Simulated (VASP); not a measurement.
A run of VASP 6.6.1:

File POSCAR:

```
AgCl
1.0
    0.0000000000      2.8840760000      2.9950020000
    2.8840760000      0.0000000000      2.9950020000
    2.8840760000      2.8840760000      0.0000000000
Ag Cl
1 1
Direct
    0.5000000000      0.5000000000      0.5000000000
    0.0000000000      0.0000000000      0.0000000000
```

Contents of INCAR.step1:

```
SYSTEM = AgCl
ALGO = Normal
EDIFF = 1E-5
ENCUT = 550
GGA = PE
GGA_COMPAT = .FALSE.
ISMEAR = 0
LASPH = .TRUE.
LCHARG = .FALSE.
LREAL = .FALSE.
LWAVE = .TRUE.
NBANDS = 16
NELM = 120
PREC = Accurate
SIGMA = 0.05
```

INCAR.step2

```
SYSTEM = AgCl
ALGO = Normal
EDIFF = 1E-6
ENCUT = 550
GGA_COMPAT = .FALSE.
ISIF = 2
ISMEAR = 0
ISTART = 1
LASPH = .TRUE.
LCHARG = .TRUE.
LELF = .TRUE.
LMIXTAU = .TRUE.
LREAL = .FALSE.
LVHAR = .TRUE.
LWAVE = .FALSE.
METAGGA = R2SCAN
NBANDS = 16
NELM = 120
PREC = Accurate
SIGMA = 0.05
```

Contents of KPOINTS:

```
k-points
0
G
  8 8 8
  0 0 0
```

Potentials or basis: VASP PAW PBE potentials, release 64 (Ag, Cl).

Command:

```sh
$ cat potpaw_PBE.64/Ag/POTCAR potpaw_PBE.64/Cl/POTCAR > POTCAR
$ cp INCAR.step1 INCAR
$ mpirun -np 1 vasp_std > vasp.out
$ cp INCAR.step2 INCAR
$ mpirun -np 1 vasp_std > vasp.out
```

Hardware: 1 thread of AMD EPYC 9R14 (Zen 4), on a shared host.

Question: Estimate the wall time of this run.

Answer: It took 2.8 min on 1 thread of AMD EPYC 9R14 (Zen 4), on a shared host, peak memory 0.18 GiB. Counts: k points 59.
